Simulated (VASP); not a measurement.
# NiF (F-43m) in VASP: further runs, part 2 of 2

VASP 6.6.1.

## Step 4: Single point, PBE, collinear spin, ferromagnetic start (13.24 Å³/atom)

This run uses another cell than the first one, of 13.24 Å³/atom.

Contents of INCAR:

```
SYSTEM = NiF
ALGO     = Normal         ! electronic algorithm
EDIFF    = 1E-6           ! SCF threshold, eV
ENCUT    = 520            ! plane-wave cutoff, eV
GGA      = PE             ! functional
ISIF     = 2              ! what is computed and relaxed
ISMEAR   = -1             ! smearing method
ISPIN    = 2              ! spin polarisation
LASPH    = .True.         ! aspherical terms in the spheres
LCHARG   = .False.        ! write CHGCAR
LMAXMIX  = 4              ! l up to which the mixer works
LORBIT   = 11             ! projections on sites
LREAL    = .False.        ! projectors in reciprocal space
LWAVE    = .False.        ! write WAVECAR
MAGMOM   = 1 0            ! initial moments
NBANDS   = 20             ! bands
NELM     = 150            ! most SCF steps
PREC     = Accurate       ! precision mode
SIGMA    = 0.05           ! smearing width, eV
```

Contents of KPOINTS:

```
k-points
0
Gamma
  10 10 10
  0 0 0
```

Contents of POSCAR:

```
NiF
1.0
    0.0000000000      2.3655667032      2.3655667032
    2.3655667032      0.0000000000      2.3655667032
    2.3655667032      2.3655667032      0.0000000000
Ni F
1 1
Direct
    0.0000000000      0.0000000000      0.0000000000
    0.7500000000      0.7500000000      0.7500000000
```

Potentials or basis: VASP PAW PBE potentials, release 64 (Ni, F).

Launch:

```console
$ cat potpaw_PBE.64/Ni/POTCAR potpaw_PBE.64/F/POTCAR > POTCAR
$ mpirun -np 1 vasp_std > vasp.out
```

OUTCAR:

```text
SYSTEM = NiF
   EDIFF = 1E-6
   ENCUT = 520
   GGA = PE
   ISIF = 2
   ISMEAR = -1
   ISPIN = 2
   LASPH = .True.
   LORBIT = 11
   LREAL = .False.
   NELM = 150
   PREC = Accurate

 ion  position               nearest neighbor table
   1  0.000  0.000  0.000-   2 2.05   2 2.05   2 2.05   2 2.05
   2  0.750  0.750  0.750-   1 2.05   1 2.05   1 2.05   1 2.05

  LATTYP: Found a face centered cubic cell.
 ALAT       =     4.7311334064

  Lattice vectors:

 A1 = (   0.0000000000,   2.3655667032,   2.3655667032)
 A2 = (   2.3655667032,   0.0000000000,   2.3655667032)
 A3 = (   2.3655667032,   2.3655667032,   0.0000000000)

Analysis of symmetry for initial positions (statically):
=====================================================================
 Subroutine PRICEL returns:
[... 1316 lines left out ...]
  energy-cutoff  :      520.00
  volume of cell :       26.47
      direct lattice vectors                 reciprocal lattice vectors
     0.000000000  2.365566703  2.365566703    -0.211365843  0.211365843  0.211365843
     2.365566703  0.000000000  2.365566703     0.211365843 -0.211365843  0.211365843
     2.365566703  2.365566703  0.000000000     0.211365843  0.211365843 -0.211365843

 POSITION                                       TOTAL-FORCE (eV/Angst)
 -----------------------------------------------------------------------------------
      0.00000      0.00000      0.00000         0.000000      0.000000      0.000000
      3.54835      3.54835      3.54835        -0.000000     -0.000000     -0.000000
 -----------------------------------------------------------------------------------
    total drift:                                0.000001      0.000001      0.000000

  FREE ENERGIE OF THE ION-ELECTRON SYSTEM (eV)
  ---------------------------------------------------
  free  energy   TOTEN  =        -8.1987628657 eV

  energy  without entropy=       -8.1579051799  energy(sigma->0) =       -8.17833402

 total charge

# of ion       s       p       d       tot
------------------------------------------
    1        0.251   0.251   8.398   8.899
    2        1.747   4.314   0.000   6.062
--------------------------------------------------
tot          1.998   4.565   8.398  14.961

 magnetization (x)

# of ion       s       p       d       tot
------------------------------------------
    1       -0.001  -0.002   1.145   1.142
    2        0.000   0.072   0.000   0.072
--------------------------------------------------
tot         -0.001   0.071   1.145   1.215
```

It took 93 s on 1 thread of Intel Xeon Platinum 8259CL at 2.50GHz (Skylake/Cascade Lake), shared host; peak memory 0.19 GiB.

What came out:

```
Free energy                                           : -8.1988 eV
Pressure                                              : 3.6 GPa
Net moment                                            : 1.18 μB per cell
Site moments                                          : Ni +1.14; F +0.07 μB
Valence electrons inside the program's atomic spheres : Ni 8.90; F 6.06
```

Levels at points of the mesh, in eV from the Fermi level:
Spin up:
| k point | band 7 | band 8 | band 9 | band 10 | band 11 | band 12 |
| --- | --- | --- | --- | --- | --- | --- |
| (0.00, 0.00, 0.00) | -1.66 | -0.97 | -0.97 | -0.97 | 12.57 | 12.57 |
| (0.50, 0.00, 0.00) | -1.61 | -1.28 | -1.28 | 3.34 | 4.17 | 12.08 |
| (0.50, 0.50, 0.00) | -1.55 | -1.55 | -1.43 | 3.90 | 6.11 | 9.82 |
Spin down:
| k point | band 5 | band 6 | band 7 | band 8 | band 9 | band 10 | band 11 | band 12 |
| --- | --- | --- | --- | --- | --- | --- | --- | --- |
| (0.00, 0.00, 0.00) | -2.15 | -0.95 | -0.95 | 0.36 | 0.36 | 0.36 | 12.71 | 12.71 |
| (0.50, 0.00, 0.00) | -0.87 | -0.87 | -0.79 | 0.06 | 0.06 | 3.45 | 4.27 | 12.22 |
| (0.50, 0.50, 0.00) | -1.24 | -0.98 | -0.69 | -0.11 | -0.11 | 4.04 | 6.34 | 9.90 |

Caveat: the cell stands under pressure; a cell with one magnetic atom can't hold antiferromagnetic order, which such compounds often take; semilocal functionals often make such compounds metallic where correlation or magnetic order opens a gap, which also shifts bond lengths.

## Step 5: Single point, PBE, collinear spin, ferromagnetic start (13.49 Å³/atom)

This run uses another cell than the first one, of 13.49 Å³/atom.

Contents of INCAR:

```
SYSTEM = NiF
PREC = Accurate
ENCUT = 520
EDIFF = 1E-6
ISMEAR = -1
SIGMA = 0.05
LREAL = .False.
LASPH = .True.
NELM = 150
ALGO = Normal
ISIF = 2
LWAVE = .False.
LCHARG = .False.
ISPIN = 2
MAGMOM = 1 0
LORBIT = 11
LMAXMIX = 4
GGA = PE
NBANDS = 20
```

Contents of KPOINTS:

```
regular mesh
0
Gamma
  10 10 10
  0 0 0
```

Contents of POSCAR:

```
NiF
1.0
    0.0000000000      2.3806344133      2.3806344133
    2.3806344133      0.0000000000      2.3806344133
    2.3806344133      2.3806344133      0.0000000000
Ni F
1 1
Direct
    0.0000000000      0.0000000000      0.0000000000
    0.7500000000      0.7500000000      0.7500000000
```

Launch:

```console
$ cat potpaw_PBE.64/Ni/POTCAR potpaw_PBE.64/F/POTCAR > POTCAR
$ mpirun -np 1 vasp_std > vasp.out
```

Run time: 1.7 min. Hardware: 1 thread of Intel Xeon Platinum 8259CL at 2.50GHz (Skylake/Cascade Lake), shared host; peak memory 0.19 GiB.

Results (log left out):

- Free energy: -8.2083 eV
- Pressure: 2.0 GPa
- Net moment: 1.18 μB per cell
- Site moments: Ni +1.15; F +0.07 μB
- Valence electrons inside the program's atomic spheres: Ni 8.88; F 6.06

Levels at points of the mesh, in eV from the Fermi level:
Spin up:
```csv
k point,band 7,band 8,band 9,band 10,band 11,band 12
"(0.00, 0.00, 0.00)",-1.64,-0.99,-0.99,-0.99,12.45,12.45
"(0.50, 0.00, 0.00)",-1.59,-1.29,-1.29,3.28,4.13,11.96
"(0.50, 0.50, 0.00)",-1.54,-1.54,-1.41,3.87,5.98,9.75
```
Spin down:
| k point | band 6 | band 7 | band 8 | band 9 | band 10 | band 11 |
| --- | --- | --- | --- | --- | --- | --- |
| (0.00, 0.00, 0.00) | -0.93 | -0.93 | 0.35 | 0.35 | 0.35 | 12.59 |
| (0.50, 0.00, 0.00) | -0.85 | -0.76 | 0.06 | 0.06 | 3.40 | 4.23 |
| (0.50, 0.50, 0.00) | -0.96 | -0.68 | -0.10 | -0.10 | 4.01 | 6.22 |

Caveat: a cell with one magnetic atom can't hold antiferromagnetic order, which such compounds often take; semilocal functionals often make such compounds metallic where correlation or magnetic order opens a gap, which also shifts bond lengths.

## Step 6: Summary

| cell | gap on the mesh (eV) | pressure (GPa) | moment (μB) |
| --- | --- | --- | --- |
| a = 3.302 Å, angles 60.0°, 2 atoms | none | 7.2 | 1.16 |
| a = 3.324 Å, angles 60.0°, 2 atoms | none | 5.4 | 1.17 |
| a = 3.345 Å, angles 60.0°, 2 atoms | none | 3.6 | 1.18 |
| a = 3.367 Å, angles 60.0°, 2 atoms | none | 2.0 | 1.18 |

Alike in all rows: task single point; level PBE; potentials or basis VASP PAW PBE potentials, release 64 (Ni, F); spin collinear, ferromagnetic start; k mesh 10 × 10 × 10; cutoff (eV) 520; smearing fermi-dirac 0.05 eV.

Caveats: a cell with one magnetic atom can't hold antiferromagnetic order, which such compounds often take; semilocal functionals often make such compounds metallic where correlation or magnetic order opens a gap, which also shifts bond lengths; the cell stands under pressure (at least some runs).

Total energies depend on the potentials used, so only differences within one code and one set of settings carry meaning.
